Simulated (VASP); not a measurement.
# Tb5C (P6/mmm) in VASP: relaxation of cell and atoms with PBE

Aim: the relaxation of cell and atoms of Tb5C with PBE.

Program: VASP 6.6.1. These are calculated values, not measurements. Logs are shortened: lines on timing, memory, paths and dates and some standing lists are left out, and cuts for length are marked.

## Step 1: The cell of the first run

Symmetry: P6/mmm, No. 191, hexagonal system. The conventional cell has a = 5.648 Å, b = 5.648 Å, c = 10.098 Å, α = 90.00°, β = 90.00°, γ = 120.00°. Within 3.9 Å of Tb (site symmetry 6/mmm) lie 8 Tb at 2.99 to 3.26 Å. Tb (site symmetry -6m2) has 12 Tb at 3.26 to 4.42 Å within 4.5 Å. Within 2.7 Å of Tb (site symmetry 6mm) lie 1 C at 2.06 Å. Within 2.7 Å of C (site symmetry 6/mmm) lie 2 Tb at 2.06 Å.

The cell was generated, and may not be a known phase.

## Step 2: Relaxation of cell and atoms, PBE

File INCAR:

```
SYSTEM = Tb5C
  ALGO = Normal
  EDIFF = 1E-7
  EDIFFG = -0.01
  ENCUT = 600
  GGA = PE
  GGA_COMPAT = .FALSE.
  IBRION = 2
  ISIF = 3
  ISMEAR = 0
  LASPH = .TRUE.
  LCHARG = .FALSE.
  LMAXMIX = 6
  LREAL = .FALSE.
  LWAVE = .FALSE.
  NELM = 200
  NELMIN = 4
  NSW = 100
  PREC = Accurate
  SIGMA = 0.1
```

File KPOINTS:

```
k-points
0
G
  12 12 4
  0 0 0
```

File POSCAR:

```
Tb5C
1.0
    5.6480743620      0.0000000000      0.0000000000
   -2.8240371810      4.8913758800      0.0000000000
    0.0000000000      0.0000000000     10.0976628393
Tb C
5 1
Direct
    0.0000000000      0.0000000000      0.0000000000
    0.3333333333      0.6666666667      0.0000000000
    0.6666666667      0.3333333333      0.0000000000
    0.0000000000      0.0000000000      0.2958251526
    0.0000000000      0.0000000000      0.7041748474
    0.0000000000      0.0000000000      0.5000000000
```

Potentials or basis: VASP PAW PBE potentials, release 64 (Tb_3, C), 4f in core.

Started as:

```bash
cat potpaw_PBE.64/Tb_3/POTCAR potpaw_PBE.64/C/POTCAR > POTCAR
mpirun -np 1 vasp_std > vasp.out
```

OUTCAR:

```text
SYSTEM = Tb5C
   EDIFF = 1E-7
   EDIFFG = -0.01
   ENCUT = 600
   GGA = PE
   IBRION = 2
   ISIF = 3
   ISMEAR = 0
   LASPH = .TRUE.
   LREAL = .FALSE.
   NELM = 200
   NELMIN = 4
   NSW = 100
   PREC = Accurate

 ion  position               nearest neighbor table
   1  0.000  0.000  0.000-   4 2.99   5 2.99   2 3.26   3 3.26   3 3.26   2 3.26   3 3.26   2 3.26

   2  0.333  0.667  0.000-   3 3.26   1 3.26   3 3.26   1 3.26   1 3.26   3 3.26
   3  0.667  0.333  0.000-   2 3.26   1 3.26   2 3.26   1 3.26   1 3.26   2 3.26
   4  0.000  0.000  0.296-   6 2.06   1 2.99
   5  0.000  0.000  0.704-   6 2.06   1 2.99
   6  0.000  0.000  0.500-   4 2.06   5 2.06

  LATTYP: Found a hexagonal cell.
 ALAT       =     5.6480743620
 C/A-ratio  =     1.7878062844

  Lattice vectors:

 A1 = (   5.6480743620,   0.0000000000,   0.0000000000)
 A2 = (  -2.8240371810,   4.8913758800,   0.0000000000)
 A3 = (   0.0000000000,   0.0000000000,  10.0976628393)

Analysis of symmetry for initial positions (statically):
=====================================================================
 Subroutine PRICEL returns:
 Original cell was already a primitive cell.

 Routine SETGRP: Setting up the symmetry group for a
 hexagonal supercell.

 Subroutine GETGRP returns: Found 24 space group operations
 (whereof 24 operations were pure point group operations)
 out of a pool of 24 trial point group operations.

The static configuration has the point symmetry D_6h.

Analysis of symmetry for dynamics (positions and initial velocities):
=====================================================================
 Subroutine PRICEL returns:
 Original cell was already a primitive cell.

 Routine SETGRP: Setting up the symmetry group for a
 hexagonal supercell.

 Subroutine GETGRP returns: Found 24 space group operations
 (whereof 24 operations were pure point group operations)
 out of a pool of 24 trial point group operations.

The dynamic configuration has the point symmetry D_6h.

 Subroutine INISYM returns: Found 24 space group operations
 (whereof 24 operations are pure point group operations),
 and found     1 'primitive' translations

----------------------------------------------------------------------------------------

                                     Primitive cell

  volume of cell :     278.9667

  direct lattice vectors                    reciprocal lattice vectors
     5.648074362  0.000000000  0.000000000     0.177051493  0.102220727  0.000000000
    -2.824037181  4.891375880  0.000000000     0.000000000  0.204441455  0.000000000
     0.000000000  0.000000000 10.097662839     0.000000000  0.000000000  0.099032817

  length of vectors
     5.648074362  5.648074362 10.097662839     0.204441455  0.204441455  0.099032817

  position of ions in fractional coordinates (direct lattice)
     0.000000000  0.000000000  0.000000000
     0.333333333  0.666666667  0.000000000
     0.666666667  0.333333333  0.000000000
     0.000000000  0.000000000  0.295825153
     0.000000000  0.000000000  0.704174847
     0.000000000  0.000000000  0.500000000

  ion indices of the primitive-cell ions
   primitive index   ion index
                 1           1
                 2           2
                 3           3
                 4           4
                 5           5
                 6           6

----------------------------------------------------------------------------------------

 KPOINTS: k-points

Automatic generation of k-mesh.
 Grid dimensions read from file:
 generate k-points for:   12   12    4

 Generating k-lattice:

  Cartesian coordinates                     Fractional coordinates (reciprocal lattice)
     0.014754291  0.008518394  0.000000000     0.083333333  0.000000000  0.000000000
     0.000000000  0.017036788  0.000000000     0.000000000  0.083333333  0.000000000
     0.000000000  0.000000000  0.024758204     0.000000000  0.000000000  0.250000000

  Length of vectors
     0.017036788  0.017036788  0.024758204

  Shift w.r.t. Gamma in fractional coordinates (k-lattice)
     0.000000000  0.000000000  0.000000000

 Subroutine IBZKPT returns following result:
 ===========================================

 Found     57 irreducible k-points:

 Following reciprocal coordinates:
            Coordinates               Weight
  0.000000  0.000000  0.000000      1.000000
  0.083333  0.000000  0.000000      6.000000
  0.166667  0.000000  0.000000      6.000000
  0.250000  0.000000  0.000000      6.000000
  0.333333  0.000000  0.000000      6.000000
  0.416667  0.000000  0.000000      6.000000
[... 16 lines left out ...]
  0.250000  0.000000  0.250000     12.000000
  0.333333  0.000000  0.250000     12.000000
 [... further k-points ...]
   k-points           NKPTS =     57   k-points in BZ     NKDIM =     57   number of bands    NBANDS=     29
   number of dos      NEDOS =    301   number of ions     NIONS =      6
   total plane-waves  NPLWV = 193536
   dimension x,y,z NGX =    48 NGY =   48 NGZ =   84
   dimension x,y,z NGXF=    96 NGYF=   96 NGZF=  168
   ions per type =               5   1
   NGX,Y,Z   is equivalent  to a cutoff of  14.13, 14.13, 13.83 a.u.
   NGXF,Y,Z  is equivalent  to a cutoff of  28.26, 28.26, 27.66 a.u.
 SYSTEM =  Tb5C
   PREC   = accura    normal or accurate (medium, high low for compatibility)
   ISTART =      0    job   : 0-new  1-cont  2-samecut
   ICHARG =      2    charge: 1-file 2-atom 10-const
   ISPIN  =      1    spin polarized calculation?
   LNONCOLLINEAR =      F non collinear calculations
   LSORBIT =      F    spin-orbit coupling
   LASPH  =      T    aspherical Exc in radial PAW
   ENCUT  =  600.0 eV  44.10 Ry    6.64 a.u.  11.28 11.28 20.17*2*pi/ulx,y,z
   NELM   =    200;   NELMIN=  4; NELMDL= -5     # of ELM steps
   EDIFF  = 0.1E-06   stopping-criterion for ELM
   LREAL  =      F    real-space projection
   EDIFFG = -.1E-01   stopping-criterion for IOM
   NSW    =    100    number of steps for IOM
   IBRION =      2    ionic relax: 0-MD 1-quasi-New 2-CG
   NFREE  =      1    steps in history (QN), initial steepest desc. (CG)
   ISIF   =      3    stress and relaxation
   ISYM   =      2    0-nonsym 1-usesym 2-fastsym
   POTIM  = 0.5000    time-step for ionic-motion
   TEBEG  =    0.0;   TEEND  =   0.0 temperature during run
   PSTRESS=    0.0 pullay stress
   NELECT =      49.0000    total number of electrons
   NUPDOWN=      -1.0000    fix difference up-down
   EMIN   =  10.00;   EMAX   =-10.00  energy-range for DOS
   EFERMI =   0.00;   METHOD = LEGACY
   ISMEAR =     0;   SIGMA  =   0.10  broadening in eV -4-tet -1-fermi 0-gaus
   EFERMI_NEDOS =   21; number of points for ismear=-14 and -15
   IALGO  =     38    algorithm
   IMIX   =      4    mixing-type and parameters
     AMIX     =   0.40;   BMIX     =  1.00
     AMIX_MAG =   1.60;   BMIX_MAG =  1.00
  volume/ion in A,a.u.               =      46.49       313.76
  Fermi-wavevector in a.u.,A,eV,Ry     =   0.916831  1.732560 11.436780  0.840580
  Thomas-Fermi vector in A             =   2.041731
   LORBIT       =      0    0 simple, 1 ext, 2 COOP (PROOUT), +10 PAW based schemes
   GGA     = PE    functional components
   LHFCALC =     F    Hartree Fock is set to
   AEXX    =    0.0000 exact exchange contribution
   IVDW    =     0    specifies the selected vdW correction
   LEPSILON=     F    determine dielectric tensor
   LRPA    =     F    only Hartree local field effects (RPA)
 conjugate gradient relaxation of ions
 non-spin polarized calculation
 Gauss-broadening in eV      SIGMA  =   0.10
  energy-cutoff  :      600.00
  volume of cell :      278.97
 maximum number of plane-waves:      9346
 NGX is ok and might be reduce to    48
   NGX = 23   NGY = 23   NGZ = 41

--------------------------------------- Ionic step        1  -------------------------------------------

 number of electron      48.9999997 magnetization

 Free energy of the ion-electron system (eV)
  ---------------------------------------------------
  ext. energy  EPLUGINS =         0.00000000
  ---------------------------------------------------
  free energy    TOTEN  =       -24.89908238 eV

  energy without entropy =      -24.86096095  energy(sigma->0) =      -24.88002166

------------------------ aborting loop because EDIFF is reached ----------------------------------------

  FORCE on cell =-STRESS in cart. coord.  units (eV):
  Direction    XX          YY          ZZ          XY          YZ          ZX
  --------------------------------------------------------------------------------------
  -------------------------------------------------------------------------------------
  Total       -0.0237170     -0.0237170      0.4438743      0.0000000      0.0000000      0.0000000
  in kB       -0.1362129     -0.1362129      2.5492845      0.0000000      0.0000000      0.0000000
  external PRESSURE =       0.7589529 kB  Pullay stress =       0.0000000 kB
[... 145 lines left out ...]
  energy  without entropy=      -24.8621086814  energy(sigma->0) =      -24.88123003

--------------------------------------- Ionic step        5  -------------------------------------------

 number of electron      48.9999998 magnetization

 Free energy of the ion-electron system (eV)
  ---------------------------------------------------
  ext. energy  EPLUGINS =         0.00000000
  ---------------------------------------------------
  free energy    TOTEN  =       -24.90045972 eV

  energy without entropy =      -24.86229248  energy(sigma->0) =      -24.88137610

 E-fermi :   0.2699     XC(G=0):  -7.3175

 val. band max:        0.2689880719   @ k =   0.4167   0.1667   0.0000
 cond. band min:       0.2713343539   @ k =   0.3333   0.2500   0.0000
 fundamental gap:      0.0023462820
 Fermi energy:         0.2698521005

 k-point     1 :       0.0000    0.0000    0.0000
  band No.  band energies     occupation
      1     -22.6659      2.00000
      2     -22.6659      2.00000
      3     -22.6399      2.00000
      4     -22.4551      2.00000
      5     -22.4551      2.00000
      6     -22.4025      2.00000
[... 757 lines left out ...]
     28       1.4646      0.00000
     29       1.8860      0.00000

 [... further k-points ...]
[... 5 lines left out ...]
  --------------------------------------------------------------------------------------
  -------------------------------------------------------------------------------------
  Total        0.0060062      0.0060062     -0.0074115      0.0000000      0.0000000      0.0000000
  in kB        0.0345236      0.0345236     -0.0426018      0.0000000      0.0000000      0.0000000
  external PRESSURE =       0.0088151 kB  Pullay stress =       0.0000000 kB
[... 21 lines left out ...]
  FREE ENERGIE OF THE ION-ELECTRON SYSTEM (eV)
  ---------------------------------------------------
  free  energy   TOTEN  =       -24.9004597218 eV

  energy  without entropy=      -24.8622924816  energy(sigma->0) =      -24.88137610

 reached required accuracy - stopping structural energy minimisation
```

Wall time 31 min (1 thread of AMD EPYC 9R45 (Zen 5), shared host); peak memory 0.78 GiB.

What came out:

| Quantity | Value |
| --- | --- |
| Free energy | -24.9005 eV |
| Relaxed volume | 46.46 Å³/atom |
| Relaxed cell | a = 5.645 Å, b = 5.645 Å, c = 10.099 Å, α = 90.00°, β = 90.00°, γ = 120.00° |
| Space group after relaxing (to 0.1 Å) | P6/mmm (No. 191) |
| Energy gained by relaxing | 0.2 meV/atom |
| Ionic steps | 5 |
| Pressure after relaxing | 0.0 GPa |
| Largest force after relaxing | 0.004 eV/Å |
| Band gap on the k mesh | zero (an odd number of electrons rules out a gap without spin polarisation) |

Forces in eV/Å, atoms in the order of the input:
```
Tb   0.000  0.000  0.000
Tb   0.000  0.000  0.000
Tb   0.000  0.000  0.000
Tb   0.000  0.000 -0.004
Tb   0.000  0.000  0.004
C    0.000  0.000  0.000
```

The path:
| step | energy change (eV) | largest force (eV/Å) | pressure (GPa) | volume (Å³) |
| --- | --- | --- | --- | --- |
| 1 | 0.0000 | 0.1525 | 0.08 | 278.97 |
| 2 | -0.0004 | 0.0541 | -0.13 | 279.86 |
| 3 | -0.0010 | 0.0365 | -0.04 | 279.46 |
| 4 | -0.0013 | 0.0214 | -0.02 | 279.13 |
| 5 | -0.0014 | 0.0036 | 0.00 | 278.73 |

Final structure:
```
Tb C
1.0
     5.64535    0.00000    0.00000
    -2.82268    4.88902    0.00000
     0.00000    0.00000   10.09900
Tb C
5 1
Direct
  0.00000 0.00000 0.00000
  0.33333 0.66667 0.00000
  0.66667 0.33333 0.00000
  0.00000 0.00000 0.29497
  0.00000 0.00000 0.70503
  0.00000 0.00000 0.50000
```

Caveat: spin-orbit coupling is left out, which moves the levels of the heavy elements; the 4f electrons are frozen in the core, so they carry no moment and show no levels.
